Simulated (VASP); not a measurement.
Write the native input for VASP 6.6.1 that does the following.

* Task: single point
* Functional: PBEsol
* Potentials or basis: VASP PAW PBE potentials, release 64 (Al, Ru_pv)
* Cutoff: 520 eV
* k mesh: 20 × 20 × 20
* Occupations: gaussian, width 0.15 eV
* Spin: no spin polarisation
* Dipole correction: no
* Further INCAR settings: ALGO = Fast; EDIFF = 1e-07; NBANDS = 16

The structure of AlRu lies in POSCAR:

```
AlRu
1.0
    2.9764078218      0.0000000000      0.0000000000
    0.0000000000      2.9764078218      0.0000000000
    0.0000000000      0.0000000000      2.9764078218
Al Ru
1 1
Direct
    0.0000000000      0.0000000000     -0.0755944795
    0.5000000000      0.5000000000      0.5000000000
```

This cell differs from its parent crystal: atom 1 (Al) moved by (+0.000, -0.225) A along [1 1 0] and z.

The input as run:

INCAR

```
SYSTEM = AlRu
  PREC = Accurate
  ENCUT = 520
  EDIFF = 1E-7
  ISMEAR = 0
  SIGMA = 0.15
  LREAL = .False.
  LASPH = .True.
  NELM = 100
  ALGO = Fast
  ISIF = 2
  LWAVE = .False.
  LCHARG = .True.
  GGA = PS
  LELF = .True.
  LVHAR = .True.
  NBANDS = 16
```

KPOINTS

```
regular mesh
0
Gamma
  20 20 20
  0 0 0
```

Potentials or basis: VASP PAW PBE potentials, release 64 (Al, Ru_pv).

Command:

```sh
$ cat potpaw_PBE.64/Al/POTCAR potpaw_PBE.64/Ru_pv/POTCAR > POTCAR
$ mpirun -np 1 vasp_std > vasp.out
```

It gave:

```yaml
Pressure: 4.1 GPa
Largest_force: 1.811 eV/Å
Band_gap_on_the_k_mesh: zero (an odd number of electrons rules out a gap without spin polarisation)
```

Caveat: the cell differs from its parent crystal (atom 1 (Al) moved by (+0.000, -0.225) A along [1 1 0] and z); the cell stands under pressure; the PAW data sets were made with another functional, which shifts forces and pressure a little.

Run time: 2.7 min on 1 thread of Intel(R) Xeon(R) Platinum 8375C CPU @ 2.90GHz (Ice Lake), on a shared host, peak memory 0.39 GiB.
